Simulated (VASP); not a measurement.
# InPd: single point with PBE

The system is InPd.

```xyz
2
Lattice="3.3361 0.0000 0.0000 0.0000 3.3361 0.0000 0.0000 0.0000 3.3361" Properties=species:S:1:pos:R:3 pbc="T T T"
In    0.0000    0.0000    0.0000
Pd    1.6680    1.6680    1.6680
```

```
Program                : VASP 6.6.1
Task                   : single point
Functional             : PBE
Potentials or basis    : VASP PAW PBE potentials, release 64 (In_d, Pd)
Cutoff                 : 520 eV
k mesh                 : 10 × 10 × 10
Occupations            : gaussian, width 0.05 eV
Spin                   : no spin polarisation
Dipole correction      : no
Further INCAR settings : ALGO = Fast; EDIFF = 1e-07; NBANDS = 18
```

```json
{
 "Pressure": "-2.5 GPa"
}
```

Levels at points of the mesh, in eV from the Fermi level:
| k point | band 9 | band 10 | band 11 | band 12 | band 13 | band 14 |
| --- | --- | --- | --- | --- | --- | --- |
| (0.00, 0.00, 0.00) | -2.22 | -2.22 | -2.22 | 4.07 | 4.07 | 4.07 |
| (0.50, 0.00, 0.00) | -3.10 | -3.10 | -2.27 | -1.15 | 9.01 | 9.01 |
| (0.50, 0.50, 0.00) | -2.60 | -2.16 | -2.16 | -1.69 | 1.12 | 2.22 |
| (0.50, 0.50, 0.50) | -1.65 | -1.65 | -0.36 | 3.66 | 3.66 | 3.66 |

Run time: 120 s on 1 thread of AMD EPYC 7R13, with other jobs on the host, peak memory 0.15 GiB.

Caveat: spin-orbit coupling is left out, which moves the levels of the heavy elements.
